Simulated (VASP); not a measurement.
# C (a cell with a defect) in VASP: notebook

C (a cell with a defect) is run at these levels: PBE+D3(BJ); tasks: single point.

Everything below comes from runs of VASP 6.6.1. Logs are shortened: lines on timing, memory, paths and dates and some standing lists are left out, and cuts for length are marked.

## Step 1: The cell of the first run

The cell holds a defect, 33 atoms: a = 6.613 Å, b = 6.619 Å, c = 6.619 Å, α = 96.28°, β = 96.34°, γ = 96.34°.

## Step 2: Single point, PBE+D3(BJ)

INCAR

```
  ALGO = Normal
  EDIFF = 1E-6
  ENCUT = 520
  GGA = PE
  ISIF = 2
  ISMEAR = 0
  IVDW = 12
  LASPH = T
  LCHARG = F
  LREAL = Auto
  LWAVE = F
  NBANDS = 88
  NELM = 100
  PREC = Accurate
  SIGMA = 0.02
```

KPOINTS

```
Automatic mesh
0
Gamma
  2 2 2
  0.5 0.5 0.5
```

POSCAR

```
C
1.0
    5.6709571532      0.0000000000     -3.4026574365
   -2.8677434801     -4.9298468452     -3.3594911937
   -2.8677434801      4.9298468452     -3.3594911937
C
33
Direct
    0.4190668503      0.0444476811      0.5431481635
    0.6497610907      0.7768902196      0.5282918273
    0.9044816113      0.5294222990      0.5313258065
    0.4171136301      0.2914674508      0.2911639931
    0.1686949437      0.2938228470      0.5423561258
    0.6705151440      0.0452164425      0.2988665130
    0.9179782904      0.7951443646      0.2996238998
    0.4146026183      0.5386111057      0.0400751315
    0.1666518515      0.5417066323      0.2925226235
    0.6635253419      0.2888701849      0.0386855364
    0.9038665220      0.0307305768      0.0376368765
    0.4099093290      0.7850163125      0.7855994949
    0.1850750237      0.8020409027      0.0598208875
    0.6429164160      0.5193145999      0.7712256712
    0.9119873910      0.2878432245      0.7888184226
    0.1915460675      0.0657741798      0.8046738078
    0.5794213951      0.9542080345      0.4568337596
    0.8228330166      0.6983809502      0.4511116052
    0.0786282943      0.4545881828      0.4546182040
    0.5841187603      0.2094578424      0.2100529927
    0.3362124714      0.2113924521      0.4607888408
    0.8385048317      0.9643451717      0.2247489704
    0.0898132111      0.7143073725      0.2155058728
    0.5729028819      0.4480911938      0.9484970031
    0.3333481490      0.4582933357      0.2088360932
    0.8294711591      0.2087915139      0.9553814417
    0.0980896092      0.9639390182      0.9594327930
    0.5564266511      0.6850959182      0.6866176694
    0.3375993724      0.7097354886      0.9625293459
    0.8176360388      0.4427247573      0.6946830917
    0.0927463042      0.2164072335      0.7144334557
    0.3430015415      0.9674075185      0.7146627499
    0.8954567425      0.8519421518      0.8707575436
```

Potentials or basis: VASP PAW PBE potentials, release 64 (C).

The run is started by

```bash
$ cat potpaw_PBE.64/C/POTCAR > POTCAR
$ mpirun -np 1 vasp_std > vasp.out
```

OUTCAR:

```text
EDIFF = 1E-6
   ENCUT = 520
   GGA = PE
   ISIF = 2
   ISMEAR = 0
   IVDW = 12
   LASPH = T
   LREAL = Auto
   NELM = 100
   PREC = Accurate
 IVDW          = 12

 ion  position               nearest neighbor table
   1  0.419  0.044  0.543-  32 1.41  17 1.42  21 1.42
   2  0.650  0.777  0.528-  17 1.42  18 1.43  28 1.43
   3  0.904  0.529  0.531-  18 1.42  30 1.42  19 1.42
   4  0.417  0.291  0.291-  20 1.42  25 1.42  21 1.42
   5  0.169  0.294  0.542-  31 1.42  21 1.42  19 1.42
   6  0.671  0.045  0.299-  22 1.40  17 1.42  20 1.43
   7  0.918  0.795  0.300-  22 1.40  18 1.42  23 1.45
   8  0.415  0.539  0.040-  29 1.42  25 1.42  24 1.42
   9  0.167  0.542  0.293-  19 1.42  23 1.42  25 1.42
  10  0.664  0.289  0.039-  26 1.41  24 1.42  20 1.43
  11  0.904  0.031  0.038-  22 1.45  26 1.46  33 1.52  27 1.53
  12  0.410  0.785  0.786-  28 1.41  29 1.43  32 1.44
  13  0.185  0.802  0.060-  23 1.41  29 1.41  27 1.46
  14  0.643  0.519  0.771-  24 1.42  28 1.43  30 1.43
  15  0.912  0.288  0.789-  26 1.41  30 1.42  31 1.45
  16  0.192  0.066  0.805-  31 1.40  32 1.40  27 1.44
  17  0.579  0.954  0.457-   1 1.42   2 1.42   6 1.42
  18  0.823  0.698  0.451-   7 1.42   3 1.42   2 1.43
  19  0.079  0.455  0.455-   9 1.42   5 1.42   3 1.42
  20  0.584  0.209  0.210-   4 1.42  10 1.43   6 1.43
  21  0.336  0.211  0.461-   5 1.42   1 1.42   4 1.42
  22  0.839  0.964  0.225-   6 1.40   7 1.40  11 1.45
  23  0.090  0.714  0.216-  13 1.41   9 1.42   7 1.45
  24  0.573  0.448  0.948-  14 1.42   8 1.42  10 1.42
  25  0.333  0.458  0.209-   8 1.42   4 1.42   9 1.42
  26  0.829  0.209  0.955-  15 1.41  10 1.41  11 1.46
  27  0.098  0.964  0.959-  16 1.44  13 1.46  33 1.48  11 1.53
  28  0.556  0.685  0.687-  12 1.41  14 1.43   2 1.43
  29  0.338  0.710  0.963-  13 1.41   8 1.42  12 1.43
  30  0.818  0.443  0.695-  15 1.42   3 1.42  14 1.43
  31  0.093  0.216  0.714-  16 1.40   5 1.42  15 1.45
  32  0.343  0.967  0.715-  16 1.40   1 1.41  12 1.44
  33  0.895  0.852  0.871-  27 1.48  11 1.52

  LATTYP: Found a base centered monoclinic cell.
 ALAT       =     8.8340554103
 B/A-ratio  =     1.1161005034
 C/A-ratio  =     0.7486322128
 COS(beta)  =    -0.1654005532

  Lattice vectors:

 A1 = (  -2.8677434801,  -4.9298468452,  -3.3594911937)
 A2 = (  -2.8677434801,   4.9298468452,  -3.3594911937)
 A3 = (   5.6709571532,   0.0000000000,  -3.4026574365)

Analysis of symmetry for initial positions (statically):
=====================================================================
 Subroutine PRICEL returns:
 Original cell was already a primitive cell.

 Routine SETGRP: Setting up the symmetry group for a
 base centered monoclinic supercell.

[... 167 lines left out ...]
   POTIM  = 0.5000    time-step for ionic-motion
   TEBEG  =    0.0;   TEEND  =   0.0 temperature during run
   PSTRESS=    0.0 pullay stress
   NELECT =     132.0000    total number of electrons
   NUPDOWN=      -1.0000    fix difference up-down
   EMIN   =  10.00;   EMAX   =-10.00  energy-range for DOS
   EFERMI =   0.00;   METHOD = LEGACY
   ISMEAR =     0;   SIGMA  =   0.02  broadening in eV -4-tet -1-fermi 0-gaus
   EFERMI_NEDOS =   21; number of points for ismear=-14 and -15
   IALGO  =     38    algorithm
   IMIX   =      4    mixing-type and parameters
     AMIX     =   0.40;   BMIX     =  1.00
     AMIX_MAG =   1.60;   BMIX_MAG =  1.00
  volume/ion in A,a.u.               =       8.61        58.09
  Fermi-wavevector in a.u.,A,eV,Ry     =   1.268041  2.396249 21.877178  1.607927
  Thomas-Fermi vector in A             =   2.401157
   LORBIT       =      0    0 simple, 1 ext, 2 COOP (PROOUT), +10 PAW based schemes
   GGA     = PE    functional components
   LHFCALC =     F    Hartree Fock is set to
   AEXX    =    0.0000 exact exchange contribution
   IVDW    =    12    specifies the selected vdW correction
   LEPSILON=     F    determine dielectric tensor
   LRPA    =     F    only Hartree local field effects (RPA)
 non-spin polarized calculation
 Gauss-broadening in eV      SIGMA  =   0.02
  energy-cutoff  :      520.00
  volume of cell :      284.05
 maximum number of plane-waves:      7645
 NGX is ok and might be reduce to    50
   NGX = 25   NGY = 25   NGZ = 25

 number of electron     131.9999997 magnetization

 Free energy of the ion-electron system (eV)
  ---------------------------------------------------
  ext. energy  EPLUGINS =         0.00000000
  ---------------------------------------------------
  free energy    TOTEN  =      -296.48497944 eV

  energy without entropy =     -296.48497944  energy(sigma->0) =     -296.48497944

 E-fermi :   5.0415     XC(G=0): -10.4952

 val. band max:        4.9368570090   @ k =  -0.2500   0.2500   0.2500
 cond. band min:       5.1828572656   @ k =   0.2500  -0.2500   0.2500
 fundamental gap:      0.2460002566
 Fermi energy:         5.0414768469

 k-point     1 :       0.2500    0.2500    0.2500
  band No.  band energies     occupation
      1     -15.1441      2.00000
      2     -14.0982      2.00000
      3     -13.3483      2.00000
      4     -13.3430      2.00000
      5     -13.1262      2.00000
      6     -13.1031      2.00000
[... 313 lines left out ...]
     77       9.9394      0.00000
     78      10.2429      0.00000
 [bands above 78 left out]

------------------------ aborting loop because EDIFF is reached ----------------------------------------

 Edisp (eV)   -5.21091

 E8    (eV) :    -1.4793

  FORCE on cell =-STRESS in cart. coord.  units (eV):
  Direction    XX          YY          ZZ          XY          YZ          ZX
  --------------------------------------------------------------------------------------
  -------------------------------------------------------------------------------------
  Total       6.67801     7.15712     4.94040    -3.15949     0.03999    -0.91803
  in kB      37.66681    40.36918    27.86596   -17.82086     0.22559    -5.17806
  external pressure =       35.30 kB  Pullay stress =        0.00 kB

 VOLUME and BASIS-vectors are now :
 -----------------------------------------------------------------------------
  energy-cutoff  :      520.00
  volume of cell :      284.05
      direct lattice vectors                 reciprocal lattice vectors
     5.670957153  0.000000000 -3.402657437     0.116610618  0.000000000 -0.099541663
    -2.867743480 -4.929846845 -3.359491194    -0.059054477 -0.101423029 -0.098421723
    -2.867743480  4.929846845 -3.359491194    -0.059054477  0.101423029 -0.098421723

 POSITION                                       TOTAL-FORCE (eV/Angst)
 -----------------------------------------------------------------------------------
      0.69144      2.45852     -3.39996        -0.002830      0.007541     -0.003934
     -0.05816     -1.22555     -6.59566         0.001564      0.001219     -0.000282
      2.08732      0.00938     -6.64122        -0.005590     -0.001574      0.004561
      0.69460     -0.00150     -3.37664         0.000865      0.001551     -0.001550
     -1.44128      1.22523     -3.38315         0.006204      0.004451      0.002437
      2.81572      1.25046     -3.43748         0.002253     -0.006320     -0.002611
[... 25 lines left out ...]
     -2.87860     -1.24599     -6.81802        -0.001748     -0.002412     -0.000612
      0.13784      0.09276     -8.83433        -0.002079      0.010484      0.112432
 -----------------------------------------------------------------------------------
    total drift:                               -0.047091     -0.038692     -0.005870

  FREE ENERGIE OF THE ION-ELECTRON SYSTEM (eV)
  ---------------------------------------------------
  free  energy   TOTEN  =      -301.6958858238 eV

  energy  without entropy=     -301.6958858238  energy(sigma->0) =     -301.69588582
```

Run time: 3.7 min. Hardware: 1 thread of Intel Xeon Platinum 8259CL at 2.50GHz (Skylake/Cascade Lake), shared host; peak memory 0.35 GiB.

Results:

* Free energy: -301.6959 eV
* Pressure: 3.5 GPa
* Largest force: 0.113 eV/Å
* Band gap on the k mesh: 0.25 eV
* Dispersion energy per atom: -0.158 eV

Forces on the atoms (eV/Å):
```
C   -0.003  0.008 -0.004
C    0.002  0.001  0.000
C   -0.006 -0.002  0.005
C    0.001  0.002 -0.002
C    0.006  0.004  0.002
C    0.002 -0.006 -0.003
C    0.004 -0.006  0.004
C    0.007  0.007  0.001
C    0.005  0.004 -0.001
C    0.005  0.006 -0.002
C   -0.048 -0.012 -0.036
C   -0.019  0.000  0.005
C   -0.011 -0.007 -0.008
C    0.006 -0.002 -0.001
C    0.003  0.005  0.001
C   -0.008 -0.004 -0.010
C    0.002 -0.006  0.007
C    0.006  0.011  0.001
C   -0.003  0.001  0.005
C    0.006  0.005 -0.001
C   -0.007 -0.001  0.001
C    0.006 -0.003 -0.003
C    0.007  0.001 -0.004
C    0.002 -0.001 -0.002
C   -0.004  0.000  0.002
C    0.007  0.005 -0.004
C    0.040 -0.001 -0.064
C    0.004 -0.002 -0.002
C   -0.003 -0.005 -0.001
C   -0.005 -0.010  0.002
C   -0.003 -0.001 -0.001
C   -0.002 -0.002 -0.001
C   -0.002  0.010  0.112
```

Levels at points of the mesh, in eV from the valence-band top:
```csv
k point,band 63,band 64,band 65,band 66,band 67,band 68,band 69,band 70
"(0.25, 0.25, 0.25)",-2.59,-2.57,-1.29,-0.40,0.28,1.33,2.04,2.17
```

## Step 3: Single point, PBE+D3(BJ)

INCAR

```
SYSTEM = C
PREC = Accurate
ENCUT = 520
EDIFF = 1E-7
ISMEAR = 0
SIGMA = 0.02
LREAL = Auto
LASPH = .TRUE.
NELM = 100
ALGO = Normal
ISIF = 2
LWAVE = .FALSE.
LCHARG = .TRUE.
GGA = PE
IVDW = 12
LELF = .TRUE.
LVHAR = .TRUE.
NBANDS = 88
```

KPOINTS is that of step 2.

POSCAR

```
C
1.0
    5.6709571532      0.0000000000     -3.4026574365
   -2.8677434801     -4.9298468452     -3.3594911937
   -2.8677434801      4.9298468452     -3.3594911937
C
33
Direct
    0.4162344913      0.0425994080      0.5411361936
    0.6553092724      0.7824829475      0.5313660185
    0.9067327850      0.5311000236      0.5314004386
    0.4155834155      0.2913784140      0.2897453004
    0.1668522547      0.2919867514      0.5411334366
    0.6694620425      0.0449337865      0.2950849654
    0.9235694205      0.7993592265      0.3041274116
    0.4122329218      0.5382522659      0.0375904649
    0.1691603051      0.5452875607      0.2951079834
    0.6625048859      0.2880098765      0.0375554428
    0.9248920096      0.0528681926      0.0546124659
    0.4120256543      0.7877248414      0.7876175359
    0.1771569529      0.8005863527      0.0545942122
    0.6441522508      0.5200080230      0.7723777292
    0.9119511726      0.2878394566      0.7876521440
    0.1814687388      0.0571999897      0.7997589605
    0.5801673259      0.9552419225      0.4560189086
    0.8266829209      0.7024316145      0.4510862809
    0.0795008226      0.4559506525      0.4560356450
    0.5829472050      0.2089589222      0.2083195515
    0.3337754979      0.2095250431      0.4591263063
    0.8421525367      0.9686997380      0.2213951835
    0.0929437848      0.7179844290      0.2214361432
    0.5705285076      0.4463445390      0.9462785283
    0.3331413305      0.4587484743      0.2083496204
    0.8329815913      0.2100434026      0.9592494359
    0.0911962388      0.9669327321      0.9618743599
    0.5652474688      0.6930450141      0.6930302063
    0.3343364474      0.7087424739      0.9592326086
    0.8172596876      0.4411231979      0.6930876177
    0.0884768146      0.2132111891      0.7117234304
    0.3374395142      0.9642575827      0.7117235712
    0.9065683552      0.7822842282      0.8856140103
```

Potentials or basis: VASP PAW PBE potentials, release 64 (C).

The run is started by

```bash
$ cat potpaw_PBE.64/C/POTCAR > POTCAR
$ mpirun -np 1 vasp_std > vasp.out
```

It took 3.6 min on 1 thread of Intel Xeon Platinum 8259CL at 2.50GHz (Skylake/Cascade Lake), shared host; peak memory 0.35 GiB.

Results (log left out):

```
Free energy                : -301.1104 eV
Pressure                   : 2.6 GPa
Largest force              : 2.204 eV/Å
Band gap on the k mesh     : 0.27 eV
Dispersion energy per atom : -0.157 eV
```

Forces on the atoms (eV/Å):
```
C   -0.009 -0.016 -0.012
C   -0.056  0.083 -0.009
C   -0.045  0.088 -0.006
C    0.000  0.000  0.008
C    0.011 -0.002 -0.009
C   -0.040  0.038 -0.024
C   -0.051  0.100 -0.110
C   -0.007 -0.024 -0.009
C   -0.020  0.053 -0.025
C    0.023  0.002 -0.009
C   -0.102  0.120  0.212
C    0.014  0.046  0.129
C   -0.075  0.148  0.217
C    0.007  0.011  0.411
C   -0.050  0.013  0.130
C    0.091 -0.167 -0.083
C   -0.014  0.030 -0.008
C   -0.054  0.092 -0.105
C   -0.022  0.030 -0.006
C    0.011  0.010 -0.004
C    0.004 -0.022  0.001
C   -0.016  0.103 -0.048
C   -0.062  0.078 -0.040
C    0.038 -0.064  0.026
C   -0.006  0.000 -0.008
C   -0.025  0.001  0.144
C    0.045 -0.074  0.735
C   -0.050  0.081  0.220
C   -0.002  0.031  0.146
C   -0.049  0.083  0.221
C    0.046 -0.016 -0.045
C    0.002 -0.042 -0.044
C    0.461 -0.815 -1.996
```

Stress tensor (GPa, compression positive):
```
 1.50 -2.28  0.10
-2.28  4.11 -0.15
 0.10 -0.15  2.32
```

Levels at points of the mesh, in eV from the valence-band top:
| k point | band 62 | band 63 | band 64 | band 65 | band 66 | band 67 | band 68 | band 69 | band 70 | band 71 |
| --- | --- | --- | --- | --- | --- | --- | --- | --- | --- | --- |
| (0.25, 0.25, 0.25) | -2.89 | -2.84 | -2.73 | -1.73 | 0.00 | 0.63 | 0.95 | 1.81 | 1.91 | 2.36 |

## Step 4: Single point, PBE+D3(BJ)

INCAR

```
SYSTEM = C
PREC = Accurate ; ENCUT = 520
EDIFF = 1E-6 ; ISMEAR = 0
SIGMA = 0.02 ; LREAL = Auto
LASPH = .TRUE. ; NELM = 100
ALGO = Normal ; ISIF = 2
LWAVE = .FALSE. ; LCHARG = .FALSE.
GGA = PE ; IVDW = 12
NBANDS = 88
```

KPOINTS is that of step 3.

POSCAR

```
C
1.0
    5.6709571532      0.0000000000     -3.4026574365
   -2.8677434801     -4.9298468452     -3.3594911937
   -2.8677434801      4.9298468452     -3.3594911937
C
33
Direct
    0.4168587191      0.0412514610      0.5416503734
    0.6570561850      0.7820155336      0.5285638465
    0.9078474713      0.5313002891      0.5286048707
    0.4162245517      0.2904748922      0.2908736875
    0.1670529442      0.2910411114      0.5416805407
    0.6704992271      0.0440492828      0.2939643488
    0.9233172037      0.7975683535      0.2989137143
    0.4125605721      0.5357423208      0.0382763595
    0.1698327434      0.5447581385      0.2939811795
    0.6615232351      0.2867888475      0.0382764620
    0.9327404003      0.0588769033      0.0569123392
    0.4156635591      0.7912574255      0.7907673494
    0.1847525010      0.8069549485      0.0569697834
    0.6588038672      0.5330672658      0.7881256965
    0.9170184337      0.2899564356      0.7907504922
    0.1794715617      0.0536555920      0.8037214898
    0.5808396646      0.9547124018      0.4548920063
    0.8264305875      0.7006408006      0.4458726426
    0.0805380072      0.4550661487      0.4549150284
    0.5831477950      0.2080132853      0.2088664558
    0.3344166342      0.2086215213      0.4602546934
    0.8432671234      0.9688999050      0.2185995172
    0.0946907969      0.7175172149      0.2186339682
    0.5685312310      0.4427999415      0.9502410606
    0.3337654418      0.4574005863      0.2088638592
    0.8380488354      0.2121605391      0.9623479417
    0.1058478552      0.9799919749      0.9776223272
    0.5728432330      0.6994136493      0.6954058169
    0.3379744517      0.7122751565      0.9623825206
    0.8251079788      0.4471317087      0.6953874940
    0.0874951637      0.2119901601      0.7124444496
    0.3377671646      0.9617476376      0.7124094658
    0.8434309073      0.7177161384      0.8643858064
```

The run is started by

```bash
$ cat potpaw_PBE.64/C/POTCAR > POTCAR
$ mpirun -np 1 vasp_std > vasp.out
```

It took 3.3 min on 1 thread of Intel Xeon Platinum 8259CL at 2.50GHz (Skylake/Cascade Lake), shared host; peak memory 0.35 GiB.

It converged, with:

| Property | Result |
| --- | --- |
| Free energy | -301.1103 eV |
| Pressure | 2.6 GPa |
| Largest force | 2.201 eV/Å |
| Band gap on the k mesh | 0.27 eV |
| Dispersion energy per atom | -0.157 eV |

Forces in eV/Å, atoms in the order of the input:
```
C    0.007  0.004  0.006
C    0.052 -0.075  0.041
C    0.025 -0.089  0.044
C   -0.012  0.021 -0.003
C   -0.007 -0.012  0.007
C    0.018 -0.032  0.011
C    0.064 -0.090  0.107
C    0.006  0.042  0.044
C    0.016 -0.034  0.011
C   -0.037  0.013  0.039
C    0.052 -0.090 -0.213
C   -0.003 -0.033 -0.149
C    0.046 -0.082 -0.219
C   -0.048  0.072 -0.734
C    0.024 -0.004 -0.149
C   -0.046  0.071 -0.026
C    0.020 -0.057  0.030
C    0.050 -0.103  0.095
C    0.038 -0.037  0.028
C   -0.011  0.006  0.010
C   -0.002  0.003 -0.014
C    0.051 -0.095  0.008
C    0.066 -0.082  0.015
C   -0.089  0.170  0.085
C    0.000  0.016  0.005
C    0.041 -0.008 -0.125
C    0.000 -0.013 -0.409
C    0.071 -0.148 -0.207
C   -0.023 -0.043 -0.126
C    0.103 -0.121 -0.217
C   -0.014 -0.007  0.006
C    0.008  0.020  0.012
C   -0.464  0.818  1.990
```

Stress tensor (GPa, compression positive):
```
 1.50 -2.28  0.09
-2.28  4.12 -0.15
 0.09 -0.15  2.32
```

Levels at points of the mesh, in eV from the valence-band top:
```tsv
k point	band 63	band 64	band 65	band 66	band 67	band 68	band 69	band 70
(0.25, 0.25, 0.25)	-2.84	-2.73	-1.73	0.00	0.63	0.95	1.81	1.91
```
